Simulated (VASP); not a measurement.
# Eu (Im-3m) in VASP: notebook

The runs below take Eu through single point, with r2SCAN.

All numbers are computed with VASP 6.6.1; they aren't measurements. Logs are shortened: lines on timing, memory, paths and dates and some standing lists are left out, and cuts for length are marked.

## (1) The cell of the first run

The structure is cubic, space group Im-3m (No. 229). The conventional cell has a = 4.455 Å, b = 4.455 Å, c = 4.455 Å, α = 90.00°, β = 90.00°, γ = 90.00°. Within 5.1 Å of Eu (site symmetry m-3m) lie 14 Eu at 3.86 to 4.45 Å.

## (2) Single point, r2SCAN, collinear spin, ferromagnetic start

POSCAR

```
Eu
1.0
   -2.2274745855      2.2274745855      2.2274745855
    2.2274745855     -2.2274745855      2.2274745855
    2.2274745855      2.2274745855     -2.2274745855
Eu
1
Direct
    0.0000000000      0.0000000000      0.0000000000
```

INCAR.step1

```
PREC = Accurate ; ENCUT = 520
ISMEAR = -1 ; SIGMA = 0.05
LREAL = F ; LASPH = T
NELM = 150 ; ISPIN = 2
MAGMOM = 7.31 ; LMAXMIX = 6
NBANDS = 18 ; GGA = PE
ALGO = Normal ; EDIFF = 1E-4
LWAVE = T ; LCHARG = F
```

INCAR.step2

```
PREC = Accurate ; ENCUT = 520
EDIFF = 1E-6 ; ISMEAR = -1
SIGMA = 0.05 ; LREAL = F
LASPH = T ; NELM = 150
ALGO = Normal ; ISIF = 2
LWAVE = F ; LCHARG = F
ISPIN = 2 ; MAGMOM = 7.31
LORBIT = 11 ; LMAXMIX = 6
METAGGA = R2SCAN ; LMIXTAU = T
NBANDS = 18 ; ISTART = 1
```

KPOINTS

```
regular mesh
0
Gamma
  2 2 2
```

Potentials or basis: VASP PAW PBE potentials, release 64 (Eu).

Command:

```console
$ cat potpaw_PBE.64/Eu/POTCAR > POTCAR
$ cp INCAR.step1 INCAR
$ mpirun -np 1 vasp_std > vasp.out
$ cp INCAR.step2 INCAR
$ mpirun -np 1 vasp_std > vasp.out
```

OUTCAR:

```text
PREC = Accurate
   ENCUT = 520
   EDIFF = 1E-6
   ISMEAR = -1
   LREAL = F
   LASPH = T
   NELM = 150
   ISIF = 2
   ISPIN = 2
   LORBIT = 11
   METAGGA = R2SCAN
   ISTART = 1

 ion  position               nearest neighbor table
   1  0.000  0.000  0.000-

  LATTYP: Found a body centered cubic cell.
 ALAT       =     4.4549491710

  Lattice vectors:

 A1 = (  -2.2274745855,   2.2274745855,   2.2274745855)
 A2 = (   2.2274745855,  -2.2274745855,   2.2274745855)
 A3 = (   2.2274745855,   2.2274745855,  -2.2274745855)

Analysis of symmetry for initial positions (statically):
=====================================================================
 Subroutine PRICEL returns:
 Original cell was already a primitive cell.

 Routine SETGRP: Setting up the symmetry group for a
 body centered cubic supercell.

 Subroutine GETGRP returns: Found 48 space group operations
 (whereof 48 operations were pure point group operations)
 out of a pool of 48 trial point group operations.

The static configuration has the point symmetry O_h .

Analysis of symmetry for dynamics (positions and initial velocities):
=====================================================================
 Subroutine PRICEL returns:
 Original cell was already a primitive cell.

 Routine SETGRP: Setting up the symmetry group for a
 body centered cubic supercell.

 Subroutine GETGRP returns: Found 48 space group operations
 (whereof 48 operations were pure point group operations)
 out of a pool of 48 trial point group operations.

The dynamic configuration has the point symmetry O_h .

Analysis of structural, dynamic, and magnetic symmetry:
=====================================================================
 Subroutine PRICEL returns:
 Original cell was already a primitive cell.

 Routine SETGRP: Setting up the symmetry group for a
 body centered cubic supercell.

 Subroutine GETGRP returns: Found 48 space group operations
 (whereof 48 operations were pure point group operations)
 out of a pool of 48 trial point group operations.

The overall configuration has the point symmetry O_h .

 Subroutine INISYM returns: Found 48 space group operations
 (whereof 48 operations are pure point group operations),
 and found     1 'primitive' translations

----------------------------------------------------------------------------------------

                                     Primitive cell

  volume of cell :      44.2077

  direct lattice vectors                    reciprocal lattice vectors
    -2.227474585  2.227474585  2.227474585     0.000000000  0.224469452  0.224469452
     2.227474585 -2.227474585  2.227474585     0.224469452  0.000000000  0.224469452
     2.227474585  2.227474585 -2.227474585     0.224469452  0.224469452  0.000000000

  length of vectors
     3.858099155  3.858099155  3.858099155     0.317447744  0.317447744  0.317447744

  position of ions in fractional coordinates (direct lattice)
     0.000000000  0.000000000  0.000000000

  ion indices of the primitive-cell ions
   primitive index   ion index
                 1           1

----------------------------------------------------------------------------------------

 KPOINTS: regular mesh

Automatic generation of k-mesh.
 Grid dimensions read from file:
 generate k-points for:    2    2    2

 Generating k-lattice:

  Cartesian coordinates                     Fractional coordinates (reciprocal lattice)
     0.000000000  0.112234726  0.112234726     0.500000000  0.000000000  0.000000000
     0.112234726  0.000000000  0.112234726     0.000000000  0.500000000  0.000000000
     0.112234726  0.112234726  0.000000000     0.000000000  0.000000000  0.500000000

  Length of vectors
     0.158723872  0.158723872  0.158723872

  Shift w.r.t. Gamma in fractional coordinates (k-lattice)
     0.000000000  0.000000000  0.000000000

 Subroutine IBZKPT returns following result:
 ===========================================

 Found      3 irreducible k-points:

 Following reciprocal coordinates:
            Coordinates               Weight
  0.000000  0.000000  0.000000      1.000000
  0.500000  0.000000  0.000000      6.000000
  0.500000  0.500000  0.500000      1.000000
   k-points           NKPTS =      3   k-points in BZ     NKDIM =      3   number of bands    NBANDS=     18
   number of dos      NEDOS =    301   number of ions     NIONS =      1
   total plane-waves  NPLWV =  27000
   dimension x,y,z NGX =    30 NGY =   30 NGZ =   30
   dimension x,y,z NGXF=    60 NGYF=   60 NGZF=   60
   ions per type =               1
   NGX,Y,Z   is equivalent  to a cutoff of  12.93, 12.93, 12.93 a.u.
   NGXF,Y,Z  is equivalent  to a cutoff of  25.85, 25.85, 25.85 a.u.
 SYSTEM =  unknown system
   PREC   = accura    normal or accurate (medium, high low for compatibility)
   ISTART =      1    job   : 0-new  1-cont  2-samecut
   ICHARG =      0    charge: 1-file 2-atom 10-const
   ISPIN  =      2    spin polarized calculation?
   LNONCOLLINEAR =      F non collinear calculations
   LSORBIT =      F    spin-orbit coupling
   LASPH  =      T    aspherical Exc in radial PAW
   ENCUT  =  520.0 eV  38.22 Ry    6.18 a.u.   7.17  7.17  7.17*2*pi/ulx,y,z
   NELM   =    150;   NELMIN=  2; NELMDL=  0     # of ELM steps
   EDIFF  = 0.1E-05   stopping-criterion for ELM
   LREAL  =      F    real-space projection
   EDIFFG = 0.1E-04   stopping-criterion for IOM
   NSW    =      0    number of steps for IOM
   IBRION =     -1    ionic relax: 0-MD 1-quasi-New 2-CG
   NFREE  =      0    steps in history (QN), initial steepest desc. (CG)
   ISIF   =      2    stress and relaxation
   ISYM   =      2    0-nonsym 1-usesym 2-fastsym
   POTIM  = 0.5000    time-step for ionic-motion
   TEBEG  =    0.0;   TEEND  =   0.0 temperature during run
   PSTRESS=    0.0 pullay stress
   NELECT =      17.0000    total number of electrons
   NUPDOWN=      -1.0000    fix difference up-down
   EMIN   =  10.00;   EMAX   =-10.00  energy-range for DOS
   EFERMI =   0.00;   METHOD = LEGACY
   ISMEAR =    -1;   SIGMA  =   0.05  broadening in eV -4-tet -1-fermi 0-gaus
   EFERMI_NEDOS =   21; number of points for ismear=-14 and -15
   IALGO  =     38    algorithm
   IMIX   =      4    mixing-type and parameters
     AMIX     =   0.40;   BMIX     =  1.00
     AMIX_MAG =   1.60;   BMIX_MAG =  1.00
  volume/ion in A,a.u.               =      44.21       298.33
  Fermi-wavevector in a.u.,A,eV,Ry     =   1.190488  2.249696 19.283018  1.417262
  Thomas-Fermi vector in A             =   2.326572
   LORBIT       =     11    0 simple, 1 ext, 2 COOP (PROOUT), +10 PAW based schemes
   METAGGA = R2SCAN    functional components
   LHFCALC =     F    Hartree Fock is set to
   AEXX    =    0.0000 exact exchange contribution
   IVDW    =     0    specifies the selected vdW correction
   LEPSILON=     F    determine dielectric tensor
   LRPA    =     F    only Hartree local field effects (RPA)
 spin polarized calculation
  energy-cutoff  :      520.00
  volume of cell :       44.21
 maximum number of plane-waves:      1205
 NGX is ok and might be reduce to    30
   NGX = 15   NGY = 15   NGZ = 15

 number of electron      16.9999996 magnetization       6.9799199

 Free energy of the ion-electron system (eV)
  ---------------------------------------------------
  ext. energy  EPLUGINS =         0.00000000
  ---------------------------------------------------
  free energy    TOTEN  =       -40.11048383 eV

  energy without entropy =      -40.07326838  energy(sigma->0) =      -40.09187611

 E-fermi :   1.5931     XC(G=0):  -9.1343

 val. band max:        1.5852486014   @ k =   0.5000   0.5000   0.5000
 cond. band min:       2.6616606216   @ k =   0.5000   0.0000   0.0000
 fundamental gap:      1.0764120201
 Fermi energy:         1.5930637491

 spin component 1

 k-point     1 :       0.0000    0.0000    0.0000
  band No.  band energies     occupation
      1     -41.1858      1.00000
      2     -19.1539      1.00000
      3     -19.1539      1.00000
      4     -19.1539      1.00000
      5      -2.4489      1.00000
      6       1.3099      0.99654
[... 10 lines left out ...]
     17       5.5857      0.00000
     18      11.7751      0.00000

 k-point     2 :       0.5000    0.0000    0.0000
  band No.  band energies     occupation
      1     -41.1574      1.00000
      2     -19.5261      1.00000
      3     -19.2721      1.00000
      4     -19.1574      1.00000
      5       0.3772      1.00000
      6       1.2414      0.99912
[... 10 lines left out ...]
     17       7.8284      0.00000
     18       9.1858      0.00000

 k-point     3 :       0.5000    0.5000    0.5000
  band No.  band energies     occupation
      1     -41.1365      1.00000
      2     -19.4096      1.00000
      3     -19.4096      1.00000
      4     -19.4095      1.00000
      5       0.8815      1.00000
      6       0.8815      1.00000
[... 10 lines left out ...]
     17       7.3212      0.00000
     18       7.3212      0.00000
 Fermi energy:         1.5930637491

 spin component 2

 k-point     1 :       0.0000    0.0000    0.0000
  band No.  band energies     occupation
      1     -37.5188      1.00000
      2     -16.5609      1.00000
      3     -16.5609      1.00000
      4     -16.5609      1.00000
      5      -1.8165      1.00000
      6       5.0472      0.00000
[... 10 lines left out ...]
     17       8.0019      0.00000
     18      12.8548      0.00000

 k-point     2 :       0.5000    0.0000    0.0000
  band No.  band energies     occupation
      1     -37.4761      1.00000
      2     -17.0791      1.00000
      3     -16.7229      1.00000
      4     -16.5652      1.00000
      5       1.0214      0.99999
      6       3.3189      0.00000
[... 10 lines left out ...]
     17       9.3323      0.00000
     18      10.7450      0.00000

 k-point     3 :       0.5000    0.5000    0.5000
  band No.  band energies     occupation
      1     -37.4449      1.00000
      2     -16.9133      1.00000
      3     -16.9133      1.00000
      4     -16.9133      1.00000
      5       1.5852      0.53900
      6       1.5852      0.53900
[... 10 lines left out ...]
     17       8.9487      0.00000
     18       8.9487      0.00000

------------------------ aborting loop because EDIFF is reached ----------------------------------------

  FORCE on cell =-STRESS in cart. coord.  units (eV):
  Direction    XX          YY          ZZ          XY          YZ          ZX
  --------------------------------------------------------------------------------------
  -------------------------------------------------------------------------------------
  Total       -2.2344032     -2.2344032     -2.2344032      0.0000000     -0.0000000     -0.0000000
  in kB      -80.9792698    -80.9792698    -80.9792698      0.0000000     -0.0000000     -0.0000000
  external PRESSURE =     -80.9792698 kB  Pullay stress =       0.0000000 kB

 VOLUME and BASIS-vectors are now :
 -----------------------------------------------------------------------------
  energy-cutoff  :      520.00
  volume of cell :       44.21
      direct lattice vectors                 reciprocal lattice vectors
    -2.227474585  2.227474585  2.227474585     0.000000000  0.224469452  0.224469452
     2.227474585 -2.227474585  2.227474585     0.224469452  0.000000000  0.224469452
     2.227474585  2.227474585 -2.227474585     0.224469452  0.224469452  0.000000000

 POSITION                                       TOTAL-FORCE (eV/Angst)
 -----------------------------------------------------------------------------------
      0.00000      0.00000      0.00000         0.000000      0.000000     -0.000000
 -----------------------------------------------------------------------------------
    total drift:                                0.000000     -0.000000      0.000000

  FREE ENERGIE OF THE ION-ELECTRON SYSTEM (eV)
  ---------------------------------------------------
  free  energy   TOTEN  =       -40.1104838300 eV

  energy  without entropy=      -40.0732683824  energy(sigma->0) =      -40.09187611

 total charge

# of ion       s       p       d       f       tot
--------------------------------------------------
    1        2.084   5.690   0.362   6.663  14.799

 magnetization (x)

# of ion       s       p       d       f       tot
--------------------------------------------------
    1       -0.017  -0.178   0.065   6.663   6.533
```

It took 2.2 min on 1 thread of Intel Xeon 8259CL, shared host; peak memory 0.21 GiB.

What came out:

| Item | Value |
| --- | --- |
| Free energy | -40.1105 eV |
| Pressure | -8.1 GPa |
| Band gap on the k mesh | zero (filled and empty bands overlap) |
| Net moment | 6.98 μB per cell |
| Site moments | Eu +6.53 μB |
| Valence electrons inside the program's atomic spheres | Eu 14.80 |

Levels at points of the mesh, in eV from the Fermi level:
Spin up:
| k point | band 8 | band 9 | band 10 | band 11 | band 12 | band 13 | band 14 | band 15 | band 16 | band 17 |
| --- | --- | --- | --- | --- | --- | --- | --- | --- | --- | --- |
| (0.00, 0.00, 0.00) | -0.28 | -0.22 | -0.22 | -0.22 | -0.22 | 2.52 | 2.52 | 2.52 | 3.99 | 3.99 |
| (0.50, 0.00, 0.00) | -0.33 | -0.21 | -0.18 | -0.18 | -0.15 | 1.07 | 1.11 | 3.99 | 4.65 | 6.24 |
| (0.50, 0.50, 0.50) | -0.32 | -0.32 | -0.32 | -0.11 | -0.11 | -0.11 | 5.59 | 5.59 | 5.59 | 5.73 |
Spin down:
```
           k point  band 3  band 4  band 5  band 6  band 7  band 8
(0.00, 0.00, 0.00)  -18.15  -18.15   -3.41    3.45    3.45    3.45
(0.50, 0.00, 0.00)  -18.32  -18.16   -0.57    1.73    1.85    5.18
(0.50, 0.50, 0.50)  -18.51  -18.51   -0.01   -0.01    5.19    5.19
```

Caveat: the k points lie up to 1.00 Å⁻¹ apart, too coarse for converged energies, forces and pressures; the PAW data sets were made with another functional, which shifts forces and pressure a little; spin-orbit coupling is left out, which moves the levels of the heavy elements; semilocal functionals describe open f shells poorly, which spoils levels, moments and volumes. The state reached can hang on the start; a lower one may exist.

## (3) Single point, r2SCAN, collinear spin, ferromagnetic start

POSCAR is that of step 2.

INCAR.step1

```
PREC = Accurate ; ENCUT = 520
ISMEAR = -1 ; SIGMA = 0.05
LREAL = False ; LASPH = True
NELM = 150 ; ISPIN = 2
MAGMOM = 7.31 ; LMAXMIX = 6
NBANDS = 18 ; GGA = PE
ALGO = Normal ; EDIFF = 1E-4
LWAVE = True ; LCHARG = False
```

INCAR.step2

```
PREC = Accurate ; ENCUT = 520
EDIFF = 1E-6 ; ISMEAR = -1
SIGMA = 0.05 ; LREAL = False
LASPH = True ; NELM = 150
ALGO = Normal ; ISIF = 2
LWAVE = False ; LCHARG = False
ISPIN = 2 ; MAGMOM = 7.31
LORBIT = 11 ; LMAXMIX = 6
METAGGA = R2SCAN ; LMIXTAU = True
NBANDS = 18 ; ISTART = 1
```

KPOINTS

```
Automatic mesh
0
Gamma
  3 3 3
```

Potentials or basis: VASP PAW PBE potentials, release 64 (Eu).

Command:

```console
$ cat potpaw_PBE.64/Eu/POTCAR > POTCAR
$ cp INCAR.step1 INCAR
$ mpirun -np 1 vasp_std > vasp.out
$ cp INCAR.step2 INCAR
$ mpirun -np 1 vasp_std > vasp.out
```

Run time: 1.9 min. Hardware: 1 thread of Intel Xeon 8259CL, shared host; peak memory 0.2 GiB.

It converged, with:

```
Free energy                                           : -39.6717 eV
Pressure                                              : -0.8 GPa
Net moment                                            : 8.04 μB per cell
Site moments                                          : Eu +6.76 μB
Valence electrons inside the program's atomic spheres : Eu 14.78
```

Levels at points of the mesh, in eV from the Fermi level:
Spin up:
| k point | band 8 | band 9 | band 10 | band 11 | band 12 | band 13 | band 14 | band 15 | band 16 | band 17 |
| --- | --- | --- | --- | --- | --- | --- | --- | --- | --- | --- |
| (0.00, 0.00, 0.00) | -0.52 | -0.47 | -0.47 | -0.47 | -0.46 | 2.11 | 2.11 | 2.11 | 3.75 | 3.75 |
Spin down:
```tsv
k point	band 2	band 3	band 4	band 5	band 6	band 7
(0.00, 0.00, 0.00)	-18.22	-18.22	-18.22	-2.65	3.56	3.56
```

Caveat: the k points lie up to 0.66 Å⁻¹ apart; the PAW data sets were made with another functional, which shifts forces and pressure a little; spin-orbit coupling is left out, which moves the levels of the heavy elements; semilocal functionals describe open f shells poorly, which spoils levels, moments and volumes. The state reached can hang on the start; a lower one may exist.

The gap in the log of VASP goes by the Fermi energy; the results here count the filled bands.